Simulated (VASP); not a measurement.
A run of VASP 6.6.1:

The input INCAR:

```
SYSTEM = NbRh
PREC     = Accurate       ! precision mode
ENCUT    = 520            ! plane-wave cutoff, eV
EDIFF    = 1E-6           ! SCF threshold, eV
ISMEAR   = -1             ! smearing method
SIGMA    = 0.15           ! smearing width, eV
LREAL    = .FALSE.        ! projectors in reciprocal space
LASPH    = .TRUE.         ! aspherical terms in the spheres
NELM     = 60             ! most SCF steps
ALGO     = Fast           ! electronic algorithm
ISIF     = 2              ! what is computed and relaxed
LWAVE    = .FALSE.        ! write WAVECAR
LCHARG   = .FALSE.        ! write CHGCAR
GGA      = CA             ! functional
NBANDS   = 21             ! bands
```

Contents of KPOINTS:

```
regular mesh
0
G
  14 14 12
  0 0 0
```

POSCAR

```
NbRh
1.0
    2.7877964914      0.0000000000      0.0000000000
    0.0000000000      2.7877964914      0.0000000000
    0.0000000000      0.0000000000      3.7921702297
Nb Rh
1 1
Direct
    0.0000000000      0.0000000000      0.0000000000
    0.5000000000      0.5000000000      0.5000000000
```

Potentials or basis: VASP PAW LDA potentials, release 64 (Nb_sv, Rh_pv).

The run is started by

```sh
$ cat potpaw_LDA.64/Nb_sv/POTCAR potpaw_LDA.64/Rh_pv/POTCAR > POTCAR
$ mpirun -np 1 vasp_std > vasp.out
```

Hardware: 1 thread of Intel(R) Xeon(R) Platinum 8175M CPU @ 2.50GHz (Skylake/Cascade Lake), with other jobs on the host.

Q: Estimate the wall time of this run.

A: It took 3.5 min on 1 thread of Intel(R) Xeon(R) Platinum 8175M CPU @ 2.50GHz (Skylake/Cascade Lake), on a shared host, peak memory 0.25 GiB. Counts: scf iterations 21, k points 252.
